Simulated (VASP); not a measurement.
AlCo:

```
Al Co
1.0
     0.00000    2.45096    2.45096
     2.45096    0.00000    2.45096
     2.45096    2.45096    0.00000
Al Co
1 1
Direct
  0.00000 0.00000 0.00000
  0.50000 0.50000 0.50000
```

| Quantity | Value |
| --- | --- |
| Program | VASP 6.6.1 |
| Task | relaxation of cell and atoms |
| Functional | PBE |
| Potentials or basis | VASP PAW PBE potentials, release 64 (Al, Co) |
| Cutoff | 600 eV |
| k mesh | 6 × 6 × 6 |
| Occupations | gaussian, width 0.1 eV |
| Spin | collinear spin, ferromagnetic start |
| Starting moments | [0.0, 3.0] μB |

At the start: pressure -6.9 GPa; volume 14.72 Å³/atom.

Task: Where does the relaxation end?

Result: Over 3 steps the energy falls by 23.3 meV/atom and the volume is 13.73 Å³/atom (-6.8 %); space group Fm-3m (No. 225, to 0.05 Å); moment 0.25 μB per cell.

Step by step:
```tsv
step	energy change (eV)	largest force (eV/Å)	pressure (GPa)	volume (Å³)
1	0.0000	0.0000	-6.93	29.45
2	-0.0405	0.0000	2.95	26.82
3	-0.0465	0.0000	0.08	27.45
```

Final structure:
```
Al Co
1.0
     0.00000    2.39435    2.39435
     2.39435    0.00000    2.39435
     2.39435    2.39435    0.00000
Al Co
1 1
Direct
  0.00000 0.00000 0.00000
  0.50000 0.50000 0.50000
```

Caveat: the k points lie up to 0.38 Å⁻¹ apart in the final cell.
